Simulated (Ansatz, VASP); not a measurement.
**Hg in VASP and in Ansatz**

```
CELL_PARAMETERS angstrom
3.56723 0.00000 0.00000
-1.78361 3.08931 0.00000
0.00000 0.00000 11.30080
ATOMIC_POSITIONS crystal
Hg 0.00000 0.00000 0.00000
Hg 0.00000 0.00000 0.50000
Hg 0.33333 0.66667 0.25000
Hg 0.66667 0.33333 0.75000
```

Alike in both runs: functional PBE; k mesh 11 × 11 × 3; occupations fermi-dirac, width 0.1 eV; no spin polarisation.

Ansatz relaxed the structure, and its values are those at the end. VASP's run is a single point on that final structure, the one shown.

|  | VASP | Ansatz |
| --- | --- | --- |
| version | VASP 6.6.1 | Ansatz 0.2.0 |
| potentials or method | VASP PAW PBE potentials, release 64 (Hg), cutoff 500 eV | plane waves (420 eV) with PAW, scalar-relativistic |
| valence electrons in the cell | 48 | 80 |

```tsv
	VASP	Ansatz	Ansatz less VASP
pressure (GPa)	0.0	0.0	-0.05
```

VASP's potentials hold 48 valence electrons a cell and Ansatz's 80, so a difference there can come from the potentials and not from the codes.

Neither program's run includes spin-orbit coupling.
